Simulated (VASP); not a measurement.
# K2Ru in VASP: single point with PBE

Aim: the single point of K2Ru with PBE.

Program: VASP 6.6.1. These are calculated values, not measurements. Logs are shortened: lines on timing, memory, paths and dates and some standing lists are left out, and cuts for length are marked.

### Step 1. The cell of the first run

The cell holds a sheet with vacuum, 3 atoms: a = 4.328 Å, b = 4.328 Å, c = 15.000 Å, α = 90.00°, β = 90.00°, γ = 90.00°.

### Step 2. Single point, PBE

Input file INCAR:

```
PREC = Accurate
ENCUT = 520
EDIFF = 1E-6
ISMEAR = 0
SIGMA = 0.1
LREAL = F
LASPH = T
NELM = 80
ALGO = Normal
ISIF = 2
LWAVE = F
LCHARG = F
LDIPOL = T
IDIPOL = 3
DIPOL = 0.5 0.5 0.494
GGA = PE
NBANDS = 23
```

Input file KPOINTS:

```
regular mesh
0
Gamma
  4 4 1
```

Input file POSCAR:

```
K2Ru
1.0
    4.3275160000      0.0000000000      0.0000000000
    0.0000000000      4.3275160000      0.0000000000
    0.0000000000      0.0000000000     15.0000000000
K Ru
2 1
Direct
    0.0000000000      0.5000000000      0.4816556700
    0.5000000000      0.0000000000      0.4816556700
    0.0000000000      0.0000000000      0.5183443300
```

Potentials or basis: VASP PAW PBE potentials, release 64 (K_sv, Ru_pv).

Started as:

```sh
$ cat potpaw_PBE.64/K_sv/POTCAR potpaw_PBE.64/Ru_pv/POTCAR > POTCAR
$ mpirun -np 1 vasp_std > vasp.out
```

OUTCAR:

```text
PREC = Accurate
   ENCUT = 520
   EDIFF = 1E-6
   ISMEAR = 0
   LREAL = F
   LASPH = T
   NELM = 80
   ISIF = 2
   GGA = PE

 ion  position               nearest neighbor table
   1  0.000  0.500  0.482-   3 2.23   3 2.23   2 3.06   2 3.06   2 3.06   2 3.06
   2  0.500  0.000  0.482-   3 2.23   3 2.23   1 3.06   1 3.06   1 3.06   1 3.06
   3  0.000  0.000  0.518-   1 2.23   2 2.23   1 2.23   2 2.23

  LATTYP: Found a simple tetragonal cell.
 ALAT       =     4.3275160000
 C/A-ratio  =     3.4661916906

  Lattice vectors:

 A1 = (   4.3275160000,   0.0000000000,   0.0000000000)
 A2 = (   0.0000000000,   4.3275160000,   0.0000000000)
 A3 = (   0.0000000000,   0.0000000000,  15.0000000000)

Analysis of symmetry for initial positions (statically):
=====================================================================
 Subroutine PRICEL returns:
 Original cell was already a primitive cell.

 Routine SETGRP: Setting up the symmetry group for a
 simple tetragonal supercell.

 Subroutine GETGRP returns: Found  8 space group operations
 (whereof  8 operations were pure point group operations)
 out of a pool of 16 trial point group operations.

The static configuration has the point symmetry C_4v.

Analysis of symmetry for dynamics (positions and initial velocities):
=====================================================================
 Subroutine PRICEL returns:
 Original cell was already a primitive cell.

 Routine SETGRP: Setting up the symmetry group for a
 simple tetragonal supercell.

 Subroutine GETGRP returns: Found  8 space group operations
 (whereof  8 operations were pure point group operations)
 out of a pool of 16 trial point group operations.

The dynamic configuration has the point symmetry C_4v.

 Subroutine INISYM returns: Found  8 space group operations
 (whereof  8 operations are pure point group operations),
 and found     1 'primitive' translations

----------------------------------------------------------------------------------------

                                     Primitive cell

  volume of cell :     280.9109

  direct lattice vectors                    reciprocal lattice vectors
     4.327516000  0.000000000  0.000000000     0.231079446  0.000000000  0.000000000
     0.000000000  4.327516000  0.000000000     0.000000000  0.231079446  0.000000000
     0.000000000  0.000000000 15.000000000     0.000000000  0.000000000  0.066666667

  length of vectors
     4.327516000  4.327516000 15.000000000     0.231079446  0.231079446  0.066666667

  position of ions in fractional coordinates (direct lattice)
     0.000000000  0.500000000  0.481655670
     0.500000000  0.000000000  0.481655670
     0.000000000  0.000000000  0.518344330

  ion indices of the primitive-cell ions
   primitive index   ion index
                 1           1
                 2           2
                 3           3

----------------------------------------------------------------------------------------

 KPOINTS: regular mesh

Automatic generation of k-mesh.
 Grid dimensions read from file:
 generate k-points for:    4    4    1

 Generating k-lattice:

  Cartesian coordinates                     Fractional coordinates (reciprocal lattice)
     0.057769862  0.000000000  0.000000000     0.250000000  0.000000000  0.000000000
     0.000000000  0.057769862  0.000000000     0.000000000  0.250000000  0.000000000
     0.000000000  0.000000000  0.066666667     0.000000000  0.000000000  1.000000000

  Length of vectors
     0.057769862  0.057769862  0.066666667

  Shift w.r.t. Gamma in fractional coordinates (k-lattice)
     0.000000000  0.000000000  0.000000000

 Subroutine IBZKPT returns following result:
 ===========================================

 Found      6 irreducible k-points:

 Following reciprocal coordinates:
            Coordinates               Weight
  0.000000  0.000000  0.000000      1.000000
  0.250000  0.000000  0.000000      4.000000
  0.500000  0.000000  0.000000      2.000000
  0.250000  0.250000  0.000000      4.000000
  0.500000  0.250000  0.000000      4.000000
  0.500000  0.500000  0.000000      1.000000
   k-points           NKPTS =      6   k-points in BZ     NKDIM =      6   number of bands    NBANDS=     23
   number of dos      NEDOS =    301   number of ions     NIONS =      3
   total plane-waves  NPLWV = 114688
   dimension x,y,z NGX =    32 NGY =   32 NGZ =  112
   dimension x,y,z NGXF=    64 NGYF=   64 NGZF=  224
   ions per type =               2   1
   NGX,Y,Z   is equivalent  to a cutoff of  12.29, 12.29, 12.41 a.u.
   NGXF,Y,Z  is equivalent  to a cutoff of  24.59, 24.59, 24.83 a.u.
 SYSTEM =  unknown system
   PREC   = accura    normal or accurate (medium, high low for compatibility)
   ISTART =      0    job   : 0-new  1-cont  2-samecut
   ICHARG =      2    charge: 1-file 2-atom 10-const
   ISPIN  =      1    spin polarized calculation?
   LNONCOLLINEAR =      F non collinear calculations
   LSORBIT =      F    spin-orbit coupling
   LASPH  =      T    aspherical Exc in radial PAW
   ENCUT  =  520.0 eV  38.22 Ry    6.18 a.u.   8.05  8.05 27.89*2*pi/ulx,y,z
   NELM   =     80;   NELMIN=  2; NELMDL= -5     # of ELM steps
   EDIFF  = 0.1E-05   stopping-criterion for ELM
   LREAL  =      F    real-space projection
[... 7 lines left out ...]
   TEBEG  =    0.0;   TEEND  =   0.0 temperature during run
   PSTRESS=    0.0 pullay stress
   NELECT =      32.0000    total number of electrons
   NUPDOWN=      -1.0000    fix difference up-down
   EMIN   =  10.00;   EMAX   =-10.00  energy-range for DOS
   EFERMI =   0.00;   METHOD = LEGACY
   ISMEAR =     0;   SIGMA  =   0.10  broadening in eV -4-tet -1-fermi 0-gaus
   EFERMI_NEDOS =   21; number of points for ismear=-14 and -15
   IALGO  =     38    algorithm
   IMIX   =      4    mixing-type and parameters
     AMIX     =   0.40;   BMIX     =  1.00
     AMIX_MAG =   1.60;   BMIX_MAG =  1.00
  volume/ion in A,a.u.               =      93.64       631.89
  Fermi-wavevector in a.u.,A,eV,Ry     =   0.793601  1.499688  8.568974  0.629802
  Thomas-Fermi vector in A             =   1.899568
   LORBIT       =      0    0 simple, 1 ext, 2 COOP (PROOUT), +10 PAW based schemes
   GGA     = PE    functional components
   LHFCALC =     F    Hartree Fock is set to
   AEXX    =    0.0000 exact exchange contribution
   IVDW    =     0    specifies the selected vdW correction
   LEPSILON=     F    determine dielectric tensor
   LRPA    =     F    only Hartree local field effects (RPA)
 non-spin polarized calculation
 Gauss-broadening in eV      SIGMA  =   0.10
  energy-cutoff  :      520.00
  volume of cell :      280.91
 maximum number of plane-waves:      7640
   NGX = 17   NGY = 17   NGZ = 55

 number of electron      32.0000015 magnetization

 dipolmoment           0.000000      0.000000      0.128609 electrons x Angstroem

 Free energy of the ion-electron system (eV)
  ---------------------------------------------------
  ext. energy  EPLUGINS =         0.00000000
  ---------------------------------------------------
  free energy    TOTEN  =        -1.72647609 eV

  energy without entropy =       -1.69619979  energy(sigma->0) =       -1.71133794

 E-fermi :  -1.0773     XC(G=0):  -3.2530

 val. band max:       -1.1002483816   @ k =   0.2500   0.2500   0.0000
 cond. band min:      -1.0421099630   @ k =   0.2500   0.2500   0.0000
 fundamental gap:      0.0581384187
 Fermi energy:        -1.0773161903

 k-point     1 :       0.0000    0.0000    0.0000
  band No.  band energies     occupation
      1     -43.0065      2.00000
      2     -43.0065      2.00000
      3     -42.3640      2.00000
      4     -32.9644      2.00000
      5     -32.6369      2.00000
      6     -17.0222      2.00000
[... 15 lines left out ...]
     22       2.7401      0.00000
     23       3.8946      0.00000

 k-point     2 :       0.2500    0.0000    0.0000
  band No.  band energies     occupation
      1     -43.0305      2.00000
      2     -43.0060      2.00000
      3     -42.3625      2.00000
      4     -32.8764      2.00000
      5     -32.6211      2.00000
      6     -17.1654      2.00000
[... 15 lines left out ...]
     22       3.0505      0.00000
     23       3.1153      0.00000

 k-point     3 :       0.5000    0.0000    0.0000
  band No.  band energies     occupation
      1     -43.0541      2.00000
      2     -43.0056      2.00000
      3     -42.3611      2.00000
      4     -32.7989      2.00000
      5     -32.5934      2.00000
      6     -17.2982      2.00000
[... 15 lines left out ...]
     22       3.1608      0.00000
     23       3.5024      0.00000

 k-point     4 :       0.2500    0.2500    0.0000
  band No.  band energies     occupation
      1     -43.0301      2.00000
      2     -43.0298      2.00000
      3     -42.3610      2.00000
      4     -32.7794      2.00000
      5     -32.6122      2.00000
      6     -17.3413      2.00000
[... 15 lines left out ...]
     22       2.9432      0.00000
     23       3.3382      0.00000

 k-point     5 :       0.5000    0.2500    0.0000
  band No.  band energies     occupation
      1     -43.0535      2.00000
      2     -43.0294      2.00000
      3     -42.3596      2.00000
      4     -32.6939      2.00000
      5     -32.5903      2.00000
      6     -17.4921      2.00000
[... 15 lines left out ...]
     22       2.9799      0.00000
     23       3.5568      0.00000

 k-point     6 :       0.5000    0.5000    0.0000
  band No.  band energies     occupation
      1     -43.0530      2.00000
      2     -43.0530      2.00000
      3     -42.3582      2.00000
      4     -32.5872      2.00000
      5     -32.5872      2.00000
      6     -17.7409      2.00000
[... 15 lines left out ...]
     22       2.8779      0.00000
     23       3.4369      0.00000

------------------------ aborting loop because EDIFF is reached ----------------------------------------

 vacuum level on the upper side and lower side of the slab       (xc-potential included)         0.365        -0.871

  FORCE on cell =-STRESS in cart. coord.  units (eV):
  Direction    XX          YY          ZZ          XY          YZ          ZX
  --------------------------------------------------------------------------------------
  -------------------------------------------------------------------------------------
  Total       16.4970010     16.4970010      0.9181851      0.0000000     -0.0000000      0.0000000
  in kB       94.0907561     94.0907561      5.2368752      0.0000000     -0.0000000      0.0000000
  external PRESSURE =      64.4727958 kB  Pullay stress =       0.0000000 kB

 VOLUME and BASIS-vectors are now :
 -----------------------------------------------------------------------------
  energy-cutoff  :      520.00
  volume of cell :      280.91
      direct lattice vectors                 reciprocal lattice vectors
     4.327516000  0.000000000  0.000000000     0.231079446  0.000000000  0.000000000
     0.000000000  4.327516000  0.000000000     0.000000000  0.231079446  0.000000000
     0.000000000  0.000000000 15.000000000     0.000000000  0.000000000  0.066666667

 POSITION                                       TOTAL-FORCE (eV/Angst)
 -----------------------------------------------------------------------------------
      0.00000      2.16376      7.22484        -0.000000      0.000000     -0.850553
      2.16376      0.00000      7.22484        -0.000000      0.000000     -0.850553
      0.00000      0.00000      7.77516         0.000000      0.000000      1.701106
 -----------------------------------------------------------------------------------
    total drift:                                0.000000      0.000000     -0.000017

  FREE ENERGIE OF THE ION-ELECTRON SYSTEM (eV)
  ---------------------------------------------------
  free  energy   TOTEN  =        -1.7264760944 eV

  energy  without entropy=       -1.6961997858  energy(sigma->0) =       -1.71133794

 vacuum level on the upper side and lower side of the slab         2.257         0.970
```

Wall time 30 s (1 thread of Intel Xeon 6975P-C (Granite Rapids), shared host); peak memory 0.33 GiB.

Results:

- Free energy: -1.7265 eV
- Largest force: 1.701 eV/Å
- Band gap on the k mesh: zero (band 16 reaches -0.83 eV, above the bottom of band 17 at -1.62 eV)

Forces on the atoms (eV/Å):
```
K    0.000  0.000 -0.851
K    0.000  0.000 -0.851
Ru   0.000  0.000  1.701
```

Caveat: the k points lie up to 0.36 Å⁻¹ apart.
